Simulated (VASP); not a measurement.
Set up this calculation in VASP 6.6.1, as the native input.

```yaml
Task: relaxation of cell and atoms
Functional: PBE
Potentials_or_basis: VASP PAW PBE potentials, release 64 (Sc_sv)
Cutoff: 500 eV
k_mesh: 12 × 12 × 12
Occupations: gaussian, width 0.05 eV
Spin: no spin polarisation
Target_pressure: 20 GPa
Dipole_correction: no
Further_INCAR_settings: ALGO = Normal; EDIFF = 1e-07; IBRION = 2; EDIFFG = -0.01; NSW = 80; ISIF = 3
```

The structure of Sc lies in POSCAR:

```
Sc
1.0
    0.0000000000      3.1900000000      3.1900000000
    3.1900000000      0.0000000000      3.1900000000
    3.1900000000      3.1900000000      0.0000000000
Sc
2
Direct
    1.0000000000      1.0000000000      1.0000000000
    0.2500000000      0.2500000000      0.2500000000
```

This isn't the form of Sc at room conditions, which is hcp.

These files were run (other wordings do the same):

INCAR

```
ALGO = Normal
EDIFF = 1E-7
EDIFFG = -0.01
ENCUT = 500
GGA = PE
GGA_COMPAT = F
IBRION = 2
ISIF = 3
ISMEAR = 0
LASPH = T
LCHARG = F
LREAL = F
LWAVE = F
NELM = 120
NELMIN = 4
NSW = 80
PREC = Accurate
PSTRESS = 200.0
SIGMA = 0.05
```

KPOINTS

```
k-points
0
Gamma
  12 12 12
```

Potentials or basis: VASP PAW PBE potentials, release 64 (Sc_sv).

The run is started by

```console
$ cat potpaw_PBE.64/Sc_sv/POTCAR > POTCAR
$ mpirun -np 1 vasp_std > vasp.out
```

Results of the run:

```json
{
  "Relaxed volume": "17.25 Å³/atom",
  "Relaxed cell": "a = 3.654 Å, b = 3.654 Å, c = 3.654 Å, α = 60.00°, β = 60.00°, γ = 60.00°",
  "Space group after relaxing (to 0.1 Å)": "Fd-3m (No. 227)",
  "Energy change on relaxing (the run minimises the enthalpy)": "+595.2 meV/atom",
  "Ionic steps": "3",
  "Pressure after relaxing": "20.0 GPa",
  "Band gap on the k mesh": "zero (bands 11 and 12 overlap by 1.65 eV)"
}
```

Caveat: the cell is relaxed towards a set pressure, so the run minimises the enthalpy, not the energy; the volume moved by over 15 % at a fixed basis, so the end points are rough.

Run time: 4 min on 1 thread of Intel(R) Xeon(R) Platinum 8375C CPU @ 2.90GHz (Ice Lake), on a shared host, peak memory 0.24 GiB.
